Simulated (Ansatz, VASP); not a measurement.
**Two plane-wave programs on B2C3**

```
CELL_PARAMETERS angstrom
3.58040 0.00000 0.00000
-1.79020 3.10072 0.00000
0.00000 0.00000 4.34272
ATOMIC_POSITIONS crystal
B 0.66667 0.33333 0.85756
B 0.33333 0.66667 0.14244
C 0.66667 0.33333 0.36004
C 0.33333 0.66667 0.63996
C 0.00000 0.00000 0.00000
```

Change from the starting cell: species swapped into the Ga3Ni2 type (P-3m1, No. 164).

Alike in both runs: task relaxation of cell and atoms; functional PBE; k mesh 6 × 6 × 4; occupations gaussian, width 0.1 eV; no spin polarisation.

```csv
,VASP,Ansatz
version,VASP 6.6.1,Ansatz 0.2.0
potentials or method,"VASP PAW PBE potentials, release 64 (B, C), cutoff 600 eV","scalar-relativistic, plane waves, PAW"
valence electrons in the cell,18,18
```

Ansatz gave:

| Item | Value |
| --- | --- |
| gap on the k mesh at the Fermi level, each at its own relaxed structure (eV) | 0.14 |
| relaxed volume (Å³/atom) | 6.14 |
| relaxed length of the cell vector where the two differ most in proportion (Å) | 5.227 |

**Question.** What did VASP give for the same quantities?

**Answer.** gap on the k mesh at the Fermi level, each at its own relaxed structure (eV): 0.13; relaxed volume (Å³/atom): 6.14; relaxed length of the cell vector where the two differ most in proportion (Å): 5.232.

Noted on VASP's run: the volume moved by over 15 % at a fixed basis, so the end points are rough.
